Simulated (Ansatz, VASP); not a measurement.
One calculation of Re, two programs

```
Re
1.0
     2.62014    0.00000    0.00000
    -1.31007    2.26911    0.00000
     0.00000    0.00000    4.18956
Re
2
Direct
  0.33333 0.66667 0.25000
  0.66667 0.33333 0.75000
```

Change from the starting cell: volume scaled by 1.02.

Alike in both runs: task single point; functional PBEsol; k mesh 18 × 18 × 10; occupations fermi-dirac, width 0.05 eV; no spin polarisation.

```csv
,VASP,Ansatz
version,VASP 6.6.1,Ansatz 0.2.0
potentials or method,"VASP PAW PBE potentials, release 64 (Re), cutoff 520 eV","all-electron LAPW, scalar-relativistic"
```

```tsv
	VASP	Ansatz	Ansatz less VASP
pressure (GPa)	88.1	85.1	-3.00
traceless stress, the component that is largest in VASP (GPa)	5.21	5.29	+0.078
```

VASP's potentials were made for PBE, not for PBEsol. Both programs put the cell under a high pressure, so it lies far from rest at this level. Ansatz ran all-electron here, and VASP with PAW potentials.

Neither program's run includes spin-orbit coupling. Noted on VASP's run: the cell as given lies far from equilibrium.
